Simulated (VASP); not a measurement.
Runs of VASP 6.6.1 on Te2Mo. The structure is that of space group P6_3/mmc (No. 194), or close to it. The cells are those of the table. 

| cell | gap on the mesh (eV) | pressure (GPa) | largest force (eV/Å) |
| --- | --- | --- | --- |
| a = 3.379, b = 3.379, c = 14.825 Å, angles 90.0, 90.0, 120.0°, 6 atoms | (b) | (a) | 1.82 |
| a = 3.379, b = 3.379, c = 15.585 Å, angles 90.0, 90.0, 120.0°, 6 atoms | 0.76 | 7.0 | 0.36 |
| a = 3.557, b = 3.557, c = 14.444 Å, angles 90.0, 90.0, 120.0°, 6 atoms | 0.62 | 5.7 | 1.35 |
| a = 3.468, b = 3.468, c = 14.444 Å, angles 90.0, 90.0, 120.0°, 6 atoms | 0.93 | 11.4 | 1.96 |
| a = 3.468, b = 3.468, c = 14.825 Å, angles 90.0, 90.0, 120.0°, 6 atoms | (d) | 7.7 | 1.18 |
| a = 3.379, b = 3.379, c = 15.965 Å, angles 90.0, 90.0, 120.0°, 6 atoms | 0.63 | 4.1 | 0.25 |
| a = 3.468, b = 3.468, c = 15.205 Å, angles 90.0, 90.0, 120.0°, 6 atoms | (c) | 4.5 | 0.49 |
| a = 3.379, b = 3.379, c = 15.205 Å, angles 90.0, 90.0, 120.0°, 6 atoms | 0.90 | 10.4 | 1.05 |
| a = 3.379, b = 3.379, c = 14.444 Å, angles 90.0, 90.0, 120.0°, 6 atoms | 1.14 | 18.7 | 2.68 |

Alike in all rows: task single point; level PBE; potentials or basis VASP PAW PBE potentials, release 64 (Te, Mo_sv); no spin polarisation; k mesh 12 × 12 × 2; cutoff (eV) 520; smearing gaussian 0.05 eV.

Problem. Fill in the values left out.

Solution. (a) 14.3; (b) 1.03; (c) 0.97; (d) 1.07.

Caveats: spin-orbit coupling is left out, which moves the levels of the heavy elements; this functional lacks dispersion, which binds layers or chains, so the pressure and a relaxed spacing across them are unreliable; forces of over 1 eV/Å act on the atoms, so gaps and moduli don't describe the material at rest (at least some runs); the cell stands under pressure (at least some runs); semilocal functionals underestimate gaps, and a narrow one can read as zero (at least some runs); the stress differs along the axes, from 3 to 9 GPa (at least some runs); the stress differs along the axes, from 4 to 10 GPa (at least some runs).

A k mesh can miss the band edges, and the runs leave out spin-orbit coupling on Mo, Te.
